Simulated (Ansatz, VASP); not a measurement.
## LaYN2 in VASP and in Ansatz

```xyz
4
Lattice="4.1573 0.0000 0.0000 -2.0786 3.6003 0.0000 0.0000 0.0000 5.6484" Properties=species:S:1:pos:R:3 pbc="T T T"
La    0.0000    0.0000    4.3209
Y     0.0000    0.0000    1.1793
N     0.0000    2.4002    5.0436
N     2.0786    1.2001    5.0436
```

Alike in both runs: task single point; functional PBE; k mesh 6 × 6 × 4; occupations gaussian, width 0.1 eV; no spin polarisation.

|  | VASP | Ansatz |
| --- | --- | --- |
| version | VASP 6.6.1 | Ansatz 0.2.0 |
| potentials or method | VASP PAW PBE potentials, release 64 (La, Y_sv, N), cutoff 520 eV | scalar-relativistic, plane waves, PAW |
| valence electrons in the cell | 32 | 32 |

```tsv
	VASP	Ansatz	Ansatz less VASP
gap on the k mesh at the Fermi level (eV)	none	none	-
pressure (GPa)	0.7	0.7	+0.07
traceless stress, the component that is largest in VASP (GPa)	19.42	19.37	-0.048
rms of the force components (eV/Å)	1.548	1.554	+0.0060
```

Atom by atom the forces differ by 0.006 eV/Å (rms over components). A gap of «none» marks a metal or a gap that the smearing closes. The functional is the same, so the differences come from potentials, cutoffs and numerics.

Spin-orbit coupling is off throughout.
